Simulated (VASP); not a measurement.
# AlRu (P4/mmm) in VASP: single point with r2SCAN

Aim: the single point of AlRu with r2SCAN.

Program: VASP 6.6.1. These are calculated values, not measurements. Logs are shortened: lines on timing, memory, paths and dates and some standing lists are left out, and cuts for length are marked.

## 1. The cell of the first run

The structure is tetragonal, space group P4/mmm (No. 123). The conventional cell has a = 3.141 Å, b = 3.141 Å, c = 2.842 Å, α = 90.00°, β = 90.00°, γ = 90.00°. Al (site symmetry 4/mmm) has 8 Ru at 2.64 Å and 6 Al at 2.84 to 3.14 Å within 3.5 Å. Within 3.5 Å of Ru (site symmetry 4/mmm) lie 8 Al at 2.64 Å and 6 Ru at 2.84 to 3.14 Å.

## 2. Single point, r2SCAN (strain +0.050 along x and y, -0.050 along z)

Input file POSCAR:

```
AlRu
1.0
    3.1411800000      0.0000000000      0.0000000000
    0.0000000000      3.1411800000      0.0000000000
    0.0000000000      0.0000000000      2.8420200000
Al Ru
1 1
Direct
    0.0000000000      0.0000000000      0.0000000000
    0.5000000000      0.5000000000      0.5000000000
```

Input file INCAR.step1:

```
SYSTEM = AlRu
  PREC = Accurate
  ENCUT = 520
  ISMEAR = 0
  SIGMA = 0.15
  LREAL = .FALSE.
  LASPH = .TRUE.
  NELM = 80
  NBANDS = 16
  GGA = PE
  ALGO = Normal
  EDIFF = 1E-4
  LWAVE = .TRUE.
  LCHARG = .FALSE.
```

Input file INCAR.step2:

```
SYSTEM = AlRu
  PREC = Accurate
  ENCUT = 520
  EDIFF = 1E-6
  ISMEAR = 0
  SIGMA = 0.15
  LREAL = .FALSE.
  LASPH = .TRUE.
  NELM = 80
  ALGO = Normal
  ISIF = 2
  LWAVE = .FALSE.
  LCHARG = .TRUE.
  METAGGA = R2SCAN
  LMIXTAU = .TRUE.
  LELF = .TRUE.
  LVHAR = .TRUE.
  NBANDS = 16
  ISTART = 1
```

Input file KPOINTS:

```
regular mesh
0
G
  16 16 16
  0 0 0
```

Potentials or basis: VASP PAW PBE potentials, release 64 (Al, Ru_pv).

The run is started by

```sh
$ cat potpaw_PBE.64/Al/POTCAR potpaw_PBE.64/Ru_pv/POTCAR > POTCAR
$ cp INCAR.step1 INCAR
$ mpirun -np 1 vasp_std > vasp.out
$ cp INCAR.step2 INCAR
$ mpirun -np 1 vasp_std > vasp.out
```

OUTCAR:

```text
SYSTEM = AlRu
   PREC = Accurate
   ENCUT = 520
   EDIFF = 1E-6
   ISMEAR = 0
   LREAL = .FALSE.
   LASPH = .TRUE.
   NELM = 80
   ISIF = 2
   METAGGA = R2SCAN
   ISTART = 1

 ion  position               nearest neighbor table
   1  0.000  0.000  0.000-   2 2.64   2 2.64   2 2.64   2 2.64   2 2.64   2 2.64   2 2.64   2 2.64

   2  0.500  0.500  0.500-   1 2.64   1 2.64   1 2.64   1 2.64   1 2.64   1 2.64   1 2.64   1 2.64

  LATTYP: Found a simple tetragonal cell.
 ALAT       =     3.1411800000
 C/A-ratio  =     0.9047619048

  Lattice vectors:

 A1 = (   3.1411800000,   0.0000000000,   0.0000000000)
 A2 = (   0.0000000000,   3.1411800000,   0.0000000000)
 A3 = (   0.0000000000,   0.0000000000,   2.8420200000)

Analysis of symmetry for initial positions (statically):
=====================================================================
 Subroutine PRICEL returns:
 Original cell was already a primitive cell.

 Routine SETGRP: Setting up the symmetry group for a
 simple tetragonal supercell.

 Subroutine GETGRP returns: Found 16 space group operations
 (whereof 16 operations were pure point group operations)
 out of a pool of 16 trial point group operations.

The static configuration has the point symmetry D_4h.

Analysis of symmetry for dynamics (positions and initial velocities):
=====================================================================
 Subroutine PRICEL returns:
 Original cell was already a primitive cell.

 Routine SETGRP: Setting up the symmetry group for a
 simple tetragonal supercell.

 Subroutine GETGRP returns: Found 16 space group operations
 (whereof 16 operations were pure point group operations)
 out of a pool of 16 trial point group operations.

The dynamic configuration has the point symmetry D_4h.

 Subroutine INISYM returns: Found 16 space group operations
 (whereof 16 operations are pure point group operations),
 and found     1 'primitive' translations

----------------------------------------------------------------------------------------

                                     Primitive cell

  volume of cell :      28.0422

  direct lattice vectors                    reciprocal lattice vectors
     3.141180000  0.000000000  0.000000000     0.318351702  0.000000000  0.000000000
     0.000000000  3.141180000  0.000000000     0.000000000  0.318351702  0.000000000
     0.000000000  0.000000000  2.842020000     0.000000000  0.000000000  0.351862408

  length of vectors
     3.141180000  3.141180000  2.842020000     0.318351702  0.318351702  0.351862408

  position of ions in fractional coordinates (direct lattice)
     0.000000000  0.000000000  0.000000000
     0.500000000  0.500000000  0.500000000

  ion indices of the primitive-cell ions
   primitive index   ion index
                 1           1
                 2           2

----------------------------------------------------------------------------------------

 KPOINTS: regular mesh

Automatic generation of k-mesh.
 Grid dimensions read from file:
 generate k-points for:   16   16   16

 Generating k-lattice:

  Cartesian coordinates                     Fractional coordinates (reciprocal lattice)
     0.019896981  0.000000000  0.000000000     0.062500000  0.000000000  0.000000000
     0.000000000  0.019896981  0.000000000     0.000000000  0.062500000  0.000000000
     0.000000000  0.000000000  0.021991400     0.000000000  0.000000000  0.062500000

  Length of vectors
     0.019896981  0.019896981  0.021991400

  Shift w.r.t. Gamma in fractional coordinates (k-lattice)
     0.000000000  0.000000000  0.000000000

 Subroutine IBZKPT returns following result:
 ===========================================

 Found    405 irreducible k-points:

 Following reciprocal coordinates:
            Coordinates               Weight
  0.000000  0.000000  0.000000      1.000000
  0.062500  0.000000  0.000000      4.000000
  0.125000  0.000000  0.000000      4.000000
  0.187500  0.000000  0.000000      4.000000
  0.250000  0.000000  0.000000      4.000000
  0.312500  0.000000  0.000000      4.000000
[... 16 lines left out ...]
  0.437500  0.125000  0.000000      8.000000
  0.500000  0.125000  0.000000      4.000000
 [... further k-points ...]
   k-points           NKPTS =    405   k-points in BZ     NKDIM =    405   number of bands    NBANDS=     16
   number of dos      NEDOS =    301   number of ions     NIONS =      2
   total plane-waves  NPLWV =  13824
   dimension x,y,z NGX =    24 NGY =   24 NGZ =   24
   dimension x,y,z NGXF=    48 NGYF=   48 NGZF=   48
   ions per type =               1   1
   NGX,Y,Z   is equivalent  to a cutoff of  12.70, 12.70, 14.04 a.u.
   NGXF,Y,Z  is equivalent  to a cutoff of  25.40, 25.40, 28.08 a.u.
 SYSTEM =  AlRu
   PREC   = accura    normal or accurate (medium, high low for compatibility)
   ISTART =      1    job   : 0-new  1-cont  2-samecut
   ICHARG =      0    charge: 1-file 2-atom 10-const
   ISPIN  =      1    spin polarized calculation?
   LNONCOLLINEAR =      F non collinear calculations
   LSORBIT =      F    spin-orbit coupling
   LASPH  =      T    aspherical Exc in radial PAW
   ENCUT  =  520.0 eV  38.22 Ry    6.18 a.u.   5.84  5.84  5.28*2*pi/ulx,y,z
   NELM   =     80;   NELMIN=  2; NELMDL=  0     # of ELM steps
   EDIFF  = 0.1E-05   stopping-criterion for ELM
   LREAL  =      F    real-space projection
   EDIFFG = 0.1E-04   stopping-criterion for IOM
   NSW    =      0    number of steps for IOM
   IBRION =     -1    ionic relax: 0-MD 1-quasi-New 2-CG
   NFREE  =      0    steps in history (QN), initial steepest desc. (CG)
   ISIF   =      2    stress and relaxation
   ISYM   =      2    0-nonsym 1-usesym 2-fastsym
   POTIM  = 0.5000    time-step for ionic-motion
   TEBEG  =    0.0;   TEEND  =   0.0 temperature during run
   PSTRESS=    0.0 pullay stress
   NELECT =      17.0000    total number of electrons
   NUPDOWN=      -1.0000    fix difference up-down
   EMIN   =  10.00;   EMAX   =-10.00  energy-range for DOS
   EFERMI =   0.00;   METHOD = LEGACY
   ISMEAR =     0;   SIGMA  =   0.15  broadening in eV -4-tet -1-fermi 0-gaus
   EFERMI_NEDOS =   21; number of points for ismear=-14 and -15
   IALGO  =     38    algorithm
   IMIX   =      4    mixing-type and parameters
     AMIX     =   0.40;   BMIX     =  1.00
     AMIX_MAG =   1.60;   BMIX_MAG =  1.00
  volume/ion in A,a.u.               =      14.02        94.62
  Fermi-wavevector in a.u.,A,eV,Ry     =   1.385544  2.618298 26.119529  1.919731
  Thomas-Fermi vector in A             =   2.509944
   LORBIT       =      0    0 simple, 1 ext, 2 COOP (PROOUT), +10 PAW based schemes
   METAGGA = R2SCAN    functional components
   LHFCALC =     F    Hartree Fock is set to
   AEXX    =    0.0000 exact exchange contribution
   IVDW    =     0    specifies the selected vdW correction
   LEPSILON=     F    determine dielectric tensor
   LRPA    =     F    only Hartree local field effects (RPA)
 non-spin polarized calculation
 Gauss-broadening in eV      SIGMA  =   0.15
  energy-cutoff  :      520.00
  volume of cell :       28.04
 maximum number of plane-waves:       792
 NGX is ok and might be reduce to    24
   NGX = 11   NGY = 11   NGZ = 11

 number of electron      16.9999995 magnetization

 Free energy of the ion-electron system (eV)
  ---------------------------------------------------
  ext. energy  EPLUGINS =         0.00000000
  ---------------------------------------------------
  free energy    TOTEN  =       -33.46395154 eV

  energy without entropy =      -33.44699796  energy(sigma->0) =      -33.45547475

 E-fermi :  10.0319     XC(G=0): -13.3559

 val. band max:       10.0253600949   @ k =   0.1250   0.0625   0.0625
 cond. band min:      10.0337457369   @ k =   0.4375   0.1875   0.3750
 fundamental gap:      0.0083856420
 Fermi energy:        10.0319307985

 k-point     1 :       0.0000    0.0000    0.0000
  band No.  band energies     occupation
      1     -33.1693      2.00000
      2     -33.1693      2.00000
      3     -33.0200      2.00000
      4       0.0210      2.00000
      5       6.4583      2.00000
      6       6.4813      2.00000
[... 8 lines left out ...]
     15      21.1967      0.00000
     16      25.8806      0.00000

 k-point     2 :       0.0625    0.0000    0.0000
  band No.  band energies     occupation
      1     -33.1747      2.00000
      2     -33.1689      2.00000
      3     -33.0196      2.00000
      4       0.0929      2.00000
      5       6.4716      2.00000
      6       6.4997      2.00000
[... 8 lines left out ...]
     15      21.3922      0.00000
     16      25.9976      0.00000

 k-point     3 :       0.1250    0.0000    0.0000
  band No.  band energies     occupation
      1     -33.1901      2.00000
      2     -33.1676      2.00000
      3     -33.0185      2.00000
      4       0.3065      2.00000
      5       6.4864      2.00000
      6       6.5621      2.00000
[... 8 lines left out ...]
     15      22.0487      0.00000
     16      26.4085      0.00000

 k-point     4 :       0.1875    0.0000    0.0000
  band No.  band energies     occupation
      1     -33.2129      2.00000
      2     -33.1656      2.00000
      3     -33.0168      2.00000
      4       0.6555      2.00000
      5       6.4547      2.00000
      6       6.6615      2.00000
[... 8 lines left out ...]
     15      22.7598      0.00000
     16      27.0285      0.00000
[... 324 lines left out ...]
 k-point    22 :       0.3750    0.1250    0.0000
  band No.  band energies     occupation
      1     -33.2867      2.00000
      2     -33.1790      2.00000
      3     -33.0096      2.00000
      4       2.5935      2.00000
      5       5.4889      2.00000
      6       7.1043      2.00000
[... 8 lines left out ...]
     15      22.9719      0.00000
     16      24.5506      0.00000

 k-point    23 :       0.4375    0.1250    0.0000
  band No.  band energies     occupation
      1     -33.3017      2.00000
      2     -33.1776      2.00000
      3     -33.0085      2.00000
      4       3.2971      2.00000
      5       4.8212      2.00000
      6       7.1945      2.00000
[... 8 lines left out ...]
     15      23.0056      0.00000
     16      24.7600      0.00000

 k-point    24 :       0.5000    0.1250    0.0000
  band No.  band energies     occupation
      1     -33.3070      2.00000
      2     -33.1771      2.00000
      3     -33.0081      2.00000
      4       3.8879      2.00000
      5       4.2383      2.00000
      6       7.2287      2.00000
[... 8 lines left out ...]
     15      23.8678      0.00000
     16      23.9837      0.00000

 [... further k-points ...]

------------------------ aborting loop because EDIFF is reached ----------------------------------------

  FORCE on cell =-STRESS in cart. coord.  units (eV):
  Direction    XX          YY          ZZ          XY          YZ          ZX
  --------------------------------------------------------------------------------------
  -------------------------------------------------------------------------------------
  Total       -2.7781182     -2.7781182      0.4984535      0.0000000      0.0000000      0.0000000
  in kB     -158.7261678   -158.7261678     28.4788480      0.0000000      0.0000000      0.0000000
  external PRESSURE =     -96.3244958 kB  Pullay stress =       0.0000000 kB

 VOLUME and BASIS-vectors are now :
 -----------------------------------------------------------------------------
  energy-cutoff  :      520.00
  volume of cell :       28.04
      direct lattice vectors                 reciprocal lattice vectors
     3.141180000  0.000000000  0.000000000     0.318351702  0.000000000  0.000000000
     0.000000000  3.141180000  0.000000000     0.000000000  0.318351702  0.000000000
     0.000000000  0.000000000  2.842020000     0.000000000  0.000000000  0.351862408

 POSITION                                       TOTAL-FORCE (eV/Angst)
 -----------------------------------------------------------------------------------
      0.00000      0.00000      0.00000         0.000000      0.000000      0.000000
      1.57059      1.57059      1.42101         0.000000      0.000000      0.000000
 -----------------------------------------------------------------------------------
    total drift:                                0.000000     -0.000000     -0.000000

  FREE ENERGIE OF THE ION-ELECTRON SYSTEM (eV)
  ---------------------------------------------------
  free  energy   TOTEN  =       -33.4639515379 eV

  energy  without entropy=      -33.4469979575  energy(sigma->0) =      -33.45547475
```

Run time: 4.9 min. Hardware: 1 thread of AMD EPYC 9R45 (Zen 5), shared host; peak memory 0.26 GiB.

Results:

```yaml
Free_energy: -33.4640 eV
Pressure: -9.6 GPa
Band_gap_on_the_k_mesh: zero (an odd number of electrons rules out a gap without spin polarisation)
```

Stress tensor (GPa, compression positive):
```
-15.87   0.00   0.00
  0.00 -15.87   0.00
  0.00   0.00   2.85
```

Levels at points of the mesh, in eV from the Fermi level:
```csv
k point,band 6,band 7,band 8,band 9,band 10,band 11,band 12,band 13
"(0.00, 0.00, 0.00)",-3.55,-0.38,0.35,0.35,5.13,5.13,8.46,10.21
"(0.50, 0.00, 0.00)",-2.91,-2.09,-0.86,0.53,1.69,7.54,10.21,10.34
"(0.50, 0.50, 0.00)",-1.93,-1.93,-0.59,-0.59,1.12,4.32,5.61,10.21
"(0.00, 0.00, 0.50)",-2.40,-2.10,-2.10,0.03,3.32,7.66,10.21,10.41
"(0.50, 0.00, 0.50)",-1.71,-1.69,-1.39,-0.95,1.58,5.92,6.33,10.21
"(0.50, 0.50, 0.50)",-4.63,1.30,1.91,2.85,3.94,3.94,4.58,7.45
```

Caveat: the cell differs from its parent crystal (strain +0.050 along x and y, -0.050 along z); the stress differs along the axes, from -16 to 3 GPa; the PAW data sets were made with another functional, which shifts forces and pressure a little.
